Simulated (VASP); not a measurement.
# Si (Fd-3m) in VASP: notebook

Runs on Si. Level: PBE. Tasks: single point.

Program: VASP 6.6.1. These are calculated values, not measurements. Logs are shortened: lines on timing, memory, paths and dates and some standing lists are left out, and cuts for length are marked.

**1. The cell of the first run**

Symmetry: Fd-3m, No. 227, cubic system. Conventional cell: a = 5.278 Å, b = 5.278 Å, c = 5.278 Å, α = 90.00°, β = 90.00°, γ = 90.00°. Within 3.0 Å of Si (site symmetry -43m) lie 4 Si at 2.29 Å.

**2. Single point, PBE**

The input, INCAR:

```
PREC = Accurate
ENCUT = 500
EDIFF = 1E-6
ISMEAR = 0
SIGMA = 0.1
LREAL = F
LASPH = T
NELM = 120
ALGO = Normal
ISIF = 2
LWAVE = F
LCHARG = F
GGA = PE
NBANDS = 11
GGA_COMPAT = F
```

The input, KPOINTS:

```
regular mesh
0
Gamma
  6 6 6
```

The input, POSCAR:

```
Si
1.0
    0.0000000000      2.6391781353      2.6391781353
    2.6391781353      0.0000000000      2.6391781353
    2.6391781353      2.6391781353      0.0000000000
Si
2
Direct
    0.7500000000      0.7500000000      0.7500000000
    0.5000000000      0.5000000000      0.5000000000
```

Potentials or basis: VASP PAW PBE potentials, release 64 (Si).

Launch:

```sh
$ cat potpaw_PBE.64/Si/POTCAR > POTCAR
$ mpirun -np 1 vasp_std > vasp.out
```

OUTCAR:

```text
PREC = Accurate
   ENCUT = 500
   EDIFF = 1E-6
   ISMEAR = 0
   LREAL = F
   LASPH = T
   NELM = 120
   ISIF = 2
   GGA = PE

 ion  position               nearest neighbor table
   1  0.750  0.750  0.750-   2 2.29   2 2.29   2 2.29   2 2.29
   2  0.500  0.500  0.500-   1 2.29   1 2.29   1 2.29   1 2.29

  LATTYP: Found a face centered cubic cell.
 ALAT       =     5.2783562706

  Lattice vectors:

 A1 = (   0.0000000000,   2.6391781353,   2.6391781353)
 A2 = (   2.6391781353,   0.0000000000,   2.6391781353)
 A3 = (   2.6391781353,   2.6391781353,   0.0000000000)

Analysis of symmetry for initial positions (statically):
=====================================================================
 Subroutine PRICEL returns:
 Original cell was already a primitive cell.

 Routine SETGRP: Setting up the symmetry group for a
 face centered cubic supercell.

 Subroutine GETGRP returns: Found 48 space group operations
 (whereof 24 operations were pure point group operations)
 out of a pool of 48 trial point group operations.

The static configuration has the point symmetry T_d .
 The point group associated with its full space group is O_h .

Analysis of symmetry for dynamics (positions and initial velocities):
=====================================================================
 Subroutine PRICEL returns:
 Original cell was already a primitive cell.

 Routine SETGRP: Setting up the symmetry group for a
 face centered cubic supercell.

 Subroutine GETGRP returns: Found 48 space group operations
 (whereof 24 operations were pure point group operations)
 out of a pool of 48 trial point group operations.

The dynamic configuration has the point symmetry T_d .
 The point group associated with its full space group is O_h .

 Subroutine INISYM returns: Found 48 space group operations
 (whereof 24 operations are pure point group operations),
 and found     1 'primitive' translations

----------------------------------------------------------------------------------------

                                     Primitive cell

  volume of cell :      36.7651

  direct lattice vectors                    reciprocal lattice vectors
     0.000000000  2.639178135  2.639178135    -0.189452918  0.189452918  0.189452918
     2.639178135  0.000000000  2.639178135     0.189452918 -0.189452918  0.189452918
     2.639178135  2.639178135  0.000000000     0.189452918  0.189452918 -0.189452918

  length of vectors
     3.732361512  3.732361512  3.732361512     0.328142080  0.328142080  0.328142080

  position of ions in fractional coordinates (direct lattice)
[... 78 lines left out ...]
   POTIM  = 0.5000    time-step for ionic-motion
   TEBEG  =    0.0;   TEEND  =   0.0 temperature during run
   PSTRESS=    0.0 pullay stress
   NELECT =       8.0000    total number of electrons
   NUPDOWN=      -1.0000    fix difference up-down
   EMIN   =  10.00;   EMAX   =-10.00  energy-range for DOS
   EFERMI =   0.00;   METHOD = LEGACY
   ISMEAR =     0;   SIGMA  =   0.10  broadening in eV -4-tet -1-fermi 0-gaus
   EFERMI_NEDOS =   21; number of points for ismear=-14 and -15
   IALGO  =     38    algorithm
   IMIX   =      4    mixing-type and parameters
     AMIX     =   0.40;   BMIX     =  1.00
     AMIX_MAG =   1.60;   BMIX_MAG =  1.00
  volume/ion in A,a.u.               =      18.38       124.05
  Fermi-wavevector in a.u.,A,eV,Ry     =   0.984675  1.860765 13.191995  0.969584
  Thomas-Fermi vector in A             =   2.115925
   LORBIT       =      0    0 simple, 1 ext, 2 COOP (PROOUT), +10 PAW based schemes
   GGA     = PE    functional components
   LHFCALC =     F    Hartree Fock is set to
   AEXX    =    0.0000 exact exchange contribution
   IVDW    =     0    specifies the selected vdW correction
   LEPSILON=     F    determine dielectric tensor
   LRPA    =     F    only Hartree local field effects (RPA)
 non-spin polarized calculation
 Gauss-broadening in eV      SIGMA  =   0.10
  energy-cutoff  :      500.00
  volume of cell :       36.77
 maximum number of plane-waves:       941
   NGX = 13   NGY = 13   NGZ = 13

 number of electron       8.0000000 magnetization

 Free energy of the ion-electron system (eV)
  ---------------------------------------------------
  ext. energy  EPLUGINS =         0.00000000
  ---------------------------------------------------
  free energy    TOTEN  =       -10.68486462 eV

  energy without entropy =      -10.68486216  energy(sigma->0) =      -10.68486339

 E-fermi :   6.9874     XC(G=0):  -9.7424

 val. band max:        6.7328559806   @ k =   0.0000   0.0000   0.0000
 cond. band min:       7.2547021184   @ k =   0.5000   0.5000   0.0000
 fundamental gap:      0.5218461377
 Fermi energy:         6.9874309930

 k-point     1 :       0.0000    0.0000    0.0000
  band No.  band energies     occupation
      1      -5.8364      2.00000
      2       6.7329      1.99968
      3       6.7329      1.99968
      4       6.7329      1.99968
      5       9.3248      0.00000
      6       9.3248      0.00000
      7       9.3248      0.00000
      8      11.1204      0.00000
      9      14.4853      0.00000
     10      14.4853      0.00000
     11      15.0415      0.00000
[... 197 lines left out ...]
 k-point    16 :      -0.3333    0.5000    0.1667
  band No.  band energies     occupation
      1      -1.2215      2.00000
      2      -1.2215      2.00000
      3       2.7405      2.00000
      4       2.7405      2.00000
      5       9.4565      0.00000
      6       9.4565      0.00000
      7      13.8039      0.00000
      8      13.8039      0.00000
      9      17.8285      0.00000
     10      17.8285      0.00000
     11      20.3987      0.00000

------------------------ aborting loop because EDIFF is reached ----------------------------------------

  FORCE on cell =-STRESS in cart. coord.  units (eV):
  Direction    XX          YY          ZZ          XY          YZ          ZX
  --------------------------------------------------------------------------------------
  -------------------------------------------------------------------------------------
  Total        2.7480414      2.7480414      2.7480414      0.0000000      0.0000000      0.0000000
  in kB      119.7561280    119.7561280    119.7561280      0.0000000      0.0000000      0.0000000
  external PRESSURE =     119.7561280 kB  Pullay stress =       0.0000000 kB

 VOLUME and BASIS-vectors are now :
 -----------------------------------------------------------------------------
  energy-cutoff  :      500.00
  volume of cell :       36.77
      direct lattice vectors                 reciprocal lattice vectors
     0.000000000  2.639178135  2.639178135    -0.189452918  0.189452918  0.189452918
     2.639178135  0.000000000  2.639178135     0.189452918 -0.189452918  0.189452918
     2.639178135  2.639178135  0.000000000     0.189452918  0.189452918 -0.189452918

 POSITION                                       TOTAL-FORCE (eV/Angst)
 -----------------------------------------------------------------------------------
      3.95877      3.95877      3.95877         0.000000      0.000000      0.000000
      2.63918      2.63918      2.63918        -0.000000     -0.000000     -0.000000
 -----------------------------------------------------------------------------------
    total drift:                                0.000000      0.000000     -0.000000

  FREE ENERGIE OF THE ION-ELECTRON SYSTEM (eV)
  ---------------------------------------------------
  free  energy   TOTEN  =       -10.6848646212 eV

  energy  without entropy=      -10.6848621627  energy(sigma->0) =      -10.68486339
```

OSZICAR:

```text
N       E                     dE             d eps       ncg     rms          rms(c)
DAV:   1     0.807216936079E+01    0.80722E+01   -0.33133E+03   352   0.585E+02
DAV:   2    -0.104594191925E+02   -0.18532E+02   -0.17269E+02   432   0.836E+01
DAV:   3    -0.109216823233E+02   -0.46226E+00   -0.45995E+00   449   0.122E+01
DAV:   4    -0.109249906299E+02   -0.33083E-02   -0.33080E-02   427   0.126E+00
DAV:   5    -0.109250209855E+02   -0.30356E-04   -0.30355E-04   456   0.111E-01    0.547E+00
DAV:   6    -0.107562154087E+02    0.16881E+00   -0.10218E-01   385   0.132E+00    0.336E+00
DAV:   7    -0.106834024612E+02    0.72813E-01   -0.18411E-01   394   0.188E+00    0.284E-01
DAV:   8    -0.106846567898E+02   -0.12543E-02   -0.73374E-03   400   0.473E-01    0.900E-02
DAV:   9    -0.106848367313E+02   -0.17994E-03   -0.16500E-04   454   0.825E-02    0.659E-02
DAV:  10    -0.106848645110E+02   -0.27780E-04   -0.24698E-05   408   0.287E-02    0.994E-03
DAV:  11    -0.106848646212E+02   -0.11012E-06   -0.20238E-06   434   0.745E-03
   1 F= -.10684865E+02 E0= -.10684863E+02  d E =-.245850E-05
```

Wall time 12 s (1 thread of Intel Xeon 8259CL, shared host); peak memory 0.14 GiB.

What came out:

| Property | Result |
| --- | --- |
| Free energy | -10.6849 eV |
| Pressure | 12.0 GPa |
| Band gap on the k mesh | 0.52 eV, indirect (least direct gap 2.59 eV) |

Levels at points of the mesh, in eV from the valence-band top:
| k point | band 1 | band 2 | band 3 | band 4 | band 5 | band 6 | band 7 | band 8 | band 9 |
| --- | --- | --- | --- | --- | --- | --- | --- | --- | --- |
| (0.00, 0.00, 0.00) | -12.57 | 0.00 | 0.00 | 0.00 | 2.59 | 2.59 | 2.59 | 4.39 | 7.75 |
| (0.50, 0.00, 0.00) | -10.01 | -7.39 | -1.27 | -1.27 | 1.84 | 3.28 | 3.28 | 7.83 | 10.76 |
| (0.50, 0.50, 0.00) | -8.10 | -8.10 | -3.08 | -3.08 | 0.52 | 0.52 | 10.86 | 10.86 | 11.24 |

A k mesh can miss the band edges. PBE gaps usually lie below the measured ones, often by a third to a half.

**3. Single point, PBE**

This run uses another cell than the first one, of 18.92 Å³/atom, 1.029 times its volume.

The input, INCAR:

```
SYSTEM = Si
PREC = Accurate
ENCUT = 500
EDIFF = 1E-6
ISMEAR = 0
SIGMA = 0.1
LREAL = .False.
LASPH = .True.
NELM = 120
ALGO = Normal
ISIF = 2
LWAVE = .False.
LCHARG = .False.
GGA = PE
NBANDS = 11
GGA_COMPAT = .False.
```

The input, KPOINTS:

```
Automatic mesh
0
Gamma
  6 6 6
  0 0 0
```

The input, POSCAR:

```
Si
1.0
    0.0000000000      2.6644349631      2.6644349631
    2.6644349631      0.0000000000      2.6644349631
    2.6644349631      2.6644349631      0.0000000000
Si
2
Direct
    0.7500000000      0.7500000000      0.7500000000
    0.5000000000      0.5000000000      0.5000000000
```

Potentials or basis: VASP PAW PBE potentials, release 64 (Si).

Launch:

```sh
$ cat potpaw_PBE.64/Si/POTCAR > POTCAR
$ mpirun -np 1 vasp_std > vasp.out
```

Wall time 12 s (1 thread of Intel Xeon 8259CL, shared host); peak memory 0.14 GiB.

Results (log left out):

```yaml
Free_energy: -10.7519 eV
Pressure: 8.3 GPa
Band_gap_on_the_k_mesh: 0.59 eV, indirect (least direct gap 2.58 eV)
```

Levels at points of the mesh, in eV from the valence-band top:
| k point | band 1 | band 2 | band 3 | band 4 | band 5 | band 6 | band 7 | band 8 | band 9 |
| --- | --- | --- | --- | --- | --- | --- | --- | --- | --- |
| (0.00, 0.00, 0.00) | -12.36 | 0.00 | 0.00 | 0.00 | 2.58 | 2.58 | 2.58 | 4.04 | 7.74 |
| (0.50, 0.00, 0.00) | -9.88 | -7.25 | -1.25 | -1.25 | 1.74 | 3.30 | 3.30 | 7.79 | 10.69 |
| (0.50, 0.50, 0.00) | -8.00 | -8.00 | -3.00 | -3.00 | 0.59 | 0.59 | 10.61 | 10.61 | 11.15 |

**4. Single point, PBE**

This run uses another cell than the first one, of 19.45 Å³/atom, 1.058 times its volume.

The input, INCAR:

```
PREC = Accurate ; ENCUT = 500
EDIFF = 1E-6 ; ISMEAR = 0
SIGMA = 0.1 ; LREAL = False
LASPH = True ; NELM = 120
ALGO = Normal ; ISIF = 2
LWAVE = False ; LCHARG = False
GGA = PE ; NBANDS = 11
GGA_COMPAT = False
```

The input, KPOINTS:

```
Automatic mesh
0
Gamma
  6 6 6
```

The input, POSCAR:

```
Si
1.0
    0.0000000000      2.6892218280      2.6892218280
    2.6892218280      0.0000000000      2.6892218280
    2.6892218280      2.6892218280      0.0000000000
Si
2
Direct
    0.7500000000      0.7500000000      0.7500000000
    0.5000000000      0.5000000000      0.5000000000
```

Launch:

```sh
$ cat potpaw_PBE.64/Si/POTCAR > POTCAR
$ mpirun -np 1 vasp_std > vasp.out
```

Run time: 12 s. Hardware: 1 thread of Intel Xeon 8259CL, shared host; peak memory 0.14 GiB.

It converged, with:

- Free energy: -10.7959 eV
- Pressure: 5.0 GPa
- Band gap on the k mesh: 0.65 eV, indirect (least direct gap 2.57 eV)

Levels at points of the mesh, in eV from the valence-band top:
```tsv
k point	band 1	band 2	band 3	band 4	band 5	band 6	band 7	band 8
(0.00, 0.00, 0.00)	-12.16	0.00	0.00	0.00	2.57	2.57	2.57	3.71
(0.50, 0.00, 0.00)	-9.75	-7.11	-1.22	-1.22	1.64	3.32	3.32	7.76
(0.50, 0.50, 0.00)	-7.91	-7.91	-2.93	-2.93	0.65	0.65	10.37	10.37
```

**5. Single point, PBE**

This run uses another cell than the first one, of 20.51 Å³/atom, 1.116 times its volume.

The input, INCAR:

```
SYSTEM = Si
  PREC = Accurate
  ENCUT = 500
  EDIFF = 1E-6
  ISMEAR = 0
  SIGMA = 0.1
  LREAL = .False.
  LASPH = .True.
  NELM = 120
  ALGO = Normal
  ISIF = 2
  LWAVE = .False.
  LCHARG = .False.
  GGA = PE
  NBANDS = 11
  GGA_COMPAT = .False.
```

The input, KPOINTS:

```
Automatic mesh
0
Gamma
  6 6 6
  0 0 0
```

The input, POSCAR:

```
Si
1.0
    0.0000000000      2.7374692496      2.7374692496
    2.7374692496      0.0000000000      2.7374692496
    2.7374692496      2.7374692496      0.0000000000
Si
2
Direct
    0.7500000000      0.7500000000      0.7500000000
    0.5000000000      0.5000000000      0.5000000000
```

Launch:

```sh
$ cat potpaw_PBE.64/Si/POTCAR > POTCAR
$ mpirun -np 1 vasp_std > vasp.out
```

Wall time 12 s (1 thread of Intel Xeon 8259CL, shared host); peak memory 0.14 GiB.

The run converged. Its results:

| Property | Result |
| --- | --- |
| Free energy | -10.8263 eV |
| Pressure | -0.2 GPa |
| Band gap on the k mesh | 0.75 eV, indirect (least direct gap 2.55 eV) |

Levels at points of the mesh, in eV from the valence-band top:
| k point | band 1 | band 2 | band 3 | band 4 | band 5 | band 6 | band 7 | band 8 | band 9 |
| --- | --- | --- | --- | --- | --- | --- | --- | --- | --- |
| (0.00, 0.00, 0.00) | -11.79 | 0.00 | 0.00 | 0.00 | 2.55 | 2.55 | 2.55 | 3.10 | 7.70 |
| (0.50, 0.00, 0.00) | -9.52 | -6.85 | -1.18 | -1.18 | 1.45 | 3.35 | 3.35 | 7.69 | 10.48 |
| (0.50, 0.50, 0.00) | -7.74 | -7.74 | -2.79 | -2.79 | 0.75 | 0.75 | 9.91 | 9.91 | 10.90 |

**6. Summary**

| cell | gap on the mesh (eV) | pressure (GPa) |
| --- | --- | --- |
| a = 3.732 Å, angles 60.0°, 2 atoms | 0.52 | 12.0 |
| a = 3.768 Å, angles 60.0°, 2 atoms | 0.59 | 8.3 |
| a = 3.803 Å, angles 60.0°, 2 atoms | 0.65 | 5.0 |
| a = 3.871 Å, angles 60.0°, 2 atoms | 0.75 | -0.2 |

Alike in all rows: task single point; level PBE; potentials or basis VASP PAW PBE potentials, release 64 (Si); no spin polarisation; k mesh 6 × 6 × 6; cutoff (eV) 500; smearing gaussian 0.1 eV.

Total energies depend on the potentials used, so only differences within one code and one set of settings carry meaning.
